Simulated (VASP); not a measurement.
# Hg2O (P-6m2) in VASP: single point with PBE

Aim: the single point of Hg2O with PBE.

All numbers are computed with VASP 6.6.1; they aren't measurements. Logs are shortened: lines on timing, memory, paths and dates and some standing lists are left out, and cuts for length are marked.

### Step 1. The cell of the first run

It takes space group P-6m2 (No. 187, hexagonal). Conventional cell: a = 3.769 Å, b = 3.769 Å, c = 5.917 Å, α = 90.00°, β = 90.00°, γ = 120.00°. Hg (site symmetry -6m2) has 6 O at 3.67 Å and 12 Hg at 3.67 to 3.77 Å within 4.8 Å. Within 2.9 Å of Hg (site symmetry -6m2) lie 3 O at 2.18 Å. Within 2.9 Å of O (site symmetry -6m2) lie 3 Hg at 2.18 Å.

The cell was generated, and may not be a known phase.

### Step 2. Single point, PBE

File INCAR:

```
PREC = Accurate ; ENCUT = 700
EDIFF = 1E-6 ; ISMEAR = 0
SIGMA = 0.15 ; LREAL = F
LASPH = T ; NELM = 120
ALGO = Normal ; ISIF = 2
LWAVE = F ; LCHARG = F
GGA = PE ; NBANDS = 30
GGA_COMPAT = F
```

File KPOINTS:

```
Automatic mesh
0
Gamma
  4 4 3
```

File POSCAR:

```
Hg2O
1.0
    3.7692717419      0.0000000000      0.0000000000
   -1.8846358710      3.2642850823      0.0000000000
    0.0000000000      0.0000000000      5.9172298558
Hg O
2 1
Direct
    0.6666666667      0.3333333333      0.0000000000
    0.0000000000      0.0000000000      0.5000000000
    0.3333333333      0.6666666667      0.5000000000
```

Potentials or basis: VASP PAW PBE potentials, release 64 (Hg_sv_GW, O).

Started as:

```sh
cat potpaw_PBE.64/Hg_sv_GW/POTCAR potpaw_PBE.64/O/POTCAR > POTCAR
mpirun -np 1 vasp_std > vasp.out
```

OUTCAR:

```text
PREC = Accurate
   ENCUT = 700
   EDIFF = 1E-6
   ISMEAR = 0
   LREAL = F
   LASPH = T
   NELM = 120
   ISIF = 2
   GGA = PE

 ion  position               nearest neighbor table
   1  0.667  0.333  0.000-
   2  0.000  0.000  0.500-   3 2.18   3 2.18   3 2.18
   3  0.333  0.667  0.500-   2 2.18   2 2.18   2 2.18

  LATTYP: Found a hexagonal cell.
 ALAT       =     3.7692717419
 C/A-ratio  =     1.5698602438

  Lattice vectors:

 A1 = (   3.7692717419,   0.0000000000,   0.0000000000)
 A2 = (  -1.8846358710,   3.2642850823,   0.0000000000)
 A3 = (   0.0000000000,   0.0000000000,   5.9172298558)

Analysis of symmetry for initial positions (statically):
=====================================================================
 Subroutine PRICEL returns:
 Original cell was already a primitive cell.

 Routine SETGRP: Setting up the symmetry group for a
 hexagonal supercell.

 Subroutine GETGRP returns: Found 12 space group operations
 (whereof 12 operations were pure point group operations)
 out of a pool of 24 trial point group operations.

The static configuration has the point symmetry D_3h.

Analysis of symmetry for dynamics (positions and initial velocities):
=====================================================================
 Subroutine PRICEL returns:
 Original cell was already a primitive cell.

 Routine SETGRP: Setting up the symmetry group for a
 hexagonal supercell.

 Subroutine GETGRP returns: Found 12 space group operations
 (whereof 12 operations were pure point group operations)
 out of a pool of 24 trial point group operations.

The dynamic configuration has the point symmetry D_3h.

 Subroutine INISYM returns: Found 12 space group operations
 (whereof 12 operations are pure point group operations),
 and found     1 'primitive' translations

----------------------------------------------------------------------------------------

                                     Primitive cell

  volume of cell :      72.8055

  direct lattice vectors                    reciprocal lattice vectors
     3.769271742  0.000000000  0.000000000     0.265303239  0.153172896  0.000000000
    -1.884635871  3.264285082  0.000000000     0.000000000  0.306345792  0.000000000
     0.000000000  0.000000000  5.917229856     0.000000000  0.000000000  0.168997998

  length of vectors
     3.769271742  3.769271742  5.917229856     0.306345792  0.306345792  0.168997998

  position of ions in fractional coordinates (direct lattice)
     0.666666667  0.333333333  0.000000000
     0.000000000  0.000000000  0.500000000
     0.333333333  0.666666667  0.500000000

  ion indices of the primitive-cell ions
   primitive index   ion index
                 1           1
                 2           2
                 3           3

----------------------------------------------------------------------------------------

 KPOINTS: Automatic mesh

Automatic generation of k-mesh.
 Grid dimensions read from file:
 generate k-points for:    4    4    3

 Generating k-lattice:

  Cartesian coordinates                     Fractional coordinates (reciprocal lattice)
     0.066325810  0.038293224  0.000000000     0.250000000 -0.000000000  0.000000000
     0.000000000  0.076586448  0.000000000     0.000000000  0.250000000  0.000000000
     0.000000000  0.000000000  0.056332666     0.000000000  0.000000000  0.333333333

  Length of vectors
     0.076586448  0.076586448  0.056332666

  Shift w.r.t. Gamma in fractional coordinates (k-lattice)
     0.000000000  0.000000000  0.000000000

 Subroutine IBZKPT returns following result:
 ===========================================

 Found      8 irreducible k-points:

 Following reciprocal coordinates:
            Coordinates               Weight
  0.000000  0.000000  0.000000      1.000000
  0.250000  0.000000  0.000000      6.000000
  0.500000  0.000000  0.000000      3.000000
  0.250000  0.250000  0.000000      6.000000
  0.000000  0.000000  0.333333      2.000000
  0.250000  0.000000  0.333333     12.000000
  0.500000  0.000000  0.333333      6.000000
  0.250000  0.250000  0.333333     12.000000
   k-points           NKPTS =      8   k-points in BZ     NKDIM =      8   number of bands    NBANDS=     30
   number of dos      NEDOS =    301   number of ions     NIONS =      3
   total plane-waves  NPLWV =  69984
   dimension x,y,z NGX =    36 NGY =   36 NGZ =   54
   dimension x,y,z NGXF=    72 NGYF=   72 NGZF=  108
   ions per type =               2   1
   NGX,Y,Z   is equivalent  to a cutoff of  15.88, 15.88, 15.17 a.u.
   NGXF,Y,Z  is equivalent  to a cutoff of  31.76, 31.76, 30.34 a.u.
 SYSTEM =  unknown system
   PREC   = accura    normal or accurate (medium, high low for compatibility)
   ISTART =      0    job   : 0-new  1-cont  2-samecut
   ICHARG =      2    charge: 1-file 2-atom 10-const
   ISPIN  =      1    spin polarized calculation?
   LNONCOLLINEAR =      F non collinear calculations
   LSORBIT =      F    spin-orbit coupling
   LASPH  =      T    aspherical Exc in radial PAW
   ENCUT  =  700.0 eV  51.45 Ry    7.17 a.u.   8.13  8.13 12.77*2*pi/ulx,y,z
   NELM   =    120;   NELMIN=  2; NELMDL= -5     # of ELM steps
   EDIFF  = 0.1E-05   stopping-criterion for ELM
   LREAL  =      F    real-space projection
   EDIFFG = 0.1E-04   stopping-criterion for IOM
   NSW    =      0    number of steps for IOM
   IBRION =     -1    ionic relax: 0-MD 1-quasi-New 2-CG
   NFREE  =      0    steps in history (QN), initial steepest desc. (CG)
   ISIF   =      2    stress and relaxation
   ISYM   =      2    0-nonsym 1-usesym 2-fastsym
   POTIM  = 0.5000    time-step for ionic-motion
   TEBEG  =    0.0;   TEEND  =   0.0 temperature during run
   PSTRESS=    0.0 pullay stress
   NELECT =      46.0000    total number of electrons
   NUPDOWN=      -1.0000    fix difference up-down
   EMIN   =  10.00;   EMAX   =-10.00  energy-range for DOS
   EFERMI =   0.00;   METHOD = LEGACY
   ISMEAR =     0;   SIGMA  =   0.15  broadening in eV -4-tet -1-fermi 0-gaus
   EFERMI_NEDOS =   21; number of points for ismear=-14 and -15
   IALGO  =     38    algorithm
   IMIX   =      4    mixing-type and parameters
     AMIX     =   0.40;   BMIX     =  1.00
     AMIX_MAG =   1.60;   BMIX_MAG =  1.00
  volume/ion in A,a.u.               =      24.27       163.77
  Fermi-wavevector in a.u.,A,eV,Ry     =   1.404773  2.654636 26.849559  1.973387
  Thomas-Fermi vector in A             =   2.527301
   LORBIT       =      0    0 simple, 1 ext, 2 COOP (PROOUT), +10 PAW based schemes
   GGA     = PE    functional components
   LHFCALC =     F    Hartree Fock is set to
   AEXX    =    0.0000 exact exchange contribution
   IVDW    =     0    specifies the selected vdW correction
   LEPSILON=     F    determine dielectric tensor
   LRPA    =     F    only Hartree local field effects (RPA)
 non-spin polarized calculation
 Gauss-broadening in eV      SIGMA  =   0.15
  energy-cutoff  :      700.00
  volume of cell :       72.81
 maximum number of plane-waves:      3074
 NGX is ok and might be reduce to    36
   NGX = 17   NGY = 17   NGZ = 25

 number of electron      46.0000006 magnetization

 Free energy of the ion-electron system (eV)
  ---------------------------------------------------
  ext. energy  EPLUGINS =         0.00000000
  ---------------------------------------------------
  free energy    TOTEN  =        -5.51198795 eV

  energy without entropy =       -5.50234683  energy(sigma->0) =       -5.50716739

 E-fermi :   2.0494     XC(G=0):  -9.5845

 val. band max:        2.0048890875   @ k =   0.0000   0.0000   0.0000
 cond. band min:       2.6728529254   @ k =   0.0000   0.0000   0.0000
 fundamental gap:      0.6679638379
 Fermi energy:         2.0494293277

 k-point     1 :       0.0000    0.0000    0.0000
  band No.  band energies     occupation
      1    -111.6267      2.00000
      2    -111.1734      2.00000
      3     -60.0498      2.00000
      4     -59.9801      2.00000
      5     -59.9801      2.00000
      6     -59.5271      2.00000
[... 22 lines left out ...]
     29      14.4424      0.00000
     30      14.4428      0.00000

 k-point     2 :       0.2500    0.0000    0.0000
  band No.  band energies     occupation
      1    -111.6267      2.00000
      2    -111.1734      2.00000
      3     -60.0497      2.00000
      4     -59.9819      2.00000
      5     -59.9806      2.00000
      6     -59.5271      2.00000
[... 22 lines left out ...]
     29      12.2466      0.00000
     30      14.1421      0.00000

 k-point     3 :       0.5000    0.0000    0.0000
  band No.  band energies     occupation
      1    -111.6267      2.00000
      2    -111.1734      2.00000
      3     -60.0496      2.00000
      4     -59.9836      2.00000
      5     -59.9811      2.00000
      6     -59.5270      2.00000
[... 22 lines left out ...]
     29       9.6365      0.00000
     30      13.3154      0.00000

 k-point     4 :       0.2500    0.2500    0.0000
  band No.  band energies     occupation
      1    -111.6267      2.00000
      2    -111.1734      2.00000
      3     -60.0496      2.00000
      4     -59.9830      2.00000
      5     -59.9816      2.00000
      6     -59.5270      2.00000
[... 22 lines left out ...]
     29      10.4707      0.00000
     30      13.2147      0.00000

 k-point     5 :       0.0000    0.0000    0.3333
  band No.  band energies     occupation
      1    -111.6267      2.00000
      2    -111.1735      2.00000
      3     -60.0499      2.00000
      4     -59.9802      2.00000
      5     -59.9802      2.00000
      6     -59.5272      2.00000
[... 22 lines left out ...]
     29      13.5022      0.00000
     30      13.5022      0.00000

 k-point     6 :       0.2500    0.0000    0.3333
  band No.  band energies     occupation
      1    -111.6267      2.00000
      2    -111.1734      2.00000
      3     -60.0497      2.00000
      4     -59.9819      2.00000
      5     -59.9806      2.00000
      6     -59.5271      2.00000
[... 22 lines left out ...]
     29      12.1289      0.00000
     30      13.6683      0.00000

 k-point     7 :       0.5000    0.0000    0.3333
  band No.  band energies     occupation
      1    -111.6266      2.00000
      2    -111.1734      2.00000
      3     -60.0496      2.00000
      4     -59.9836      2.00000
      5     -59.9811      2.00000
      6     -59.5269      2.00000
[... 22 lines left out ...]
     29      11.8941      0.00000
     30      13.7730      0.00000

 k-point     8 :       0.2500    0.2500    0.3333
  band No.  band energies     occupation
      1    -111.6267      2.00000
      2    -111.1734      2.00000
      3     -60.0496      2.00000
      4     -59.9830      2.00000
      5     -59.9817      2.00000
      6     -59.5269      2.00000
[... 22 lines left out ...]
     29      11.4731      0.00000
     30      12.6964      0.00000

------------------------ aborting loop because EDIFF is reached ----------------------------------------

  FORCE on cell =-STRESS in cart. coord.  units (eV):
  Direction    XX          YY          ZZ          XY          YZ          ZX
  --------------------------------------------------------------------------------------
  -------------------------------------------------------------------------------------
  Total       -0.0078565     -0.0078565     -0.2085644      0.0000000     -0.0000000      0.0000000
  in kB       -0.1728923     -0.1728923     -4.5897268      0.0000000     -0.0000000      0.0000000
  external PRESSURE =      -1.6451704 kB  Pullay stress =       0.0000000 kB

 VOLUME and BASIS-vectors are now :
 -----------------------------------------------------------------------------
  energy-cutoff  :      700.00
  volume of cell :       72.81
      direct lattice vectors                 reciprocal lattice vectors
     3.769271742  0.000000000  0.000000000     0.265303239  0.153172896  0.000000000
    -1.884635871  3.264285082  0.000000000     0.000000000  0.306345792  0.000000000
     0.000000000  0.000000000  5.917229856     0.000000000  0.000000000  0.168997998

 POSITION                                       TOTAL-FORCE (eV/Angst)
 -----------------------------------------------------------------------------------
      1.88464      1.08810      0.00000         0.000000     -0.000000      0.000000
      0.00000      0.00000      2.95861        -0.000000      0.000000      0.000000
     -0.00000      2.17619      2.95861        -0.000000      0.000000      0.000000
 -----------------------------------------------------------------------------------
    total drift:                               -0.000000      0.000000      0.000000

  FREE ENERGIE OF THE ION-ELECTRON SYSTEM (eV)
  ---------------------------------------------------
  free  energy   TOTEN  =        -5.5119879480 eV

  energy  without entropy=       -5.5023468341  energy(sigma->0) =       -5.50716739
```

Run time: 39 s. Hardware: 1 thread of AMD EPYC 7R13 (Zen 3), shared host; peak memory 0.22 GiB.

Results:

| Property | Result |
| --- | --- |
| Free energy | -5.5120 eV |
| Pressure | -0.2 GPa |
| Band gap on the k mesh | zero (filled and empty bands touch) |

Caveat: the k points lie up to 0.48 Å⁻¹ apart; semilocal functionals underestimate gaps, and a narrow one can read as zero; spin-orbit coupling is left out, which moves the levels of the heavy elements.

The gap in the log of VASP goes by the Fermi energy; the results here count the filled bands.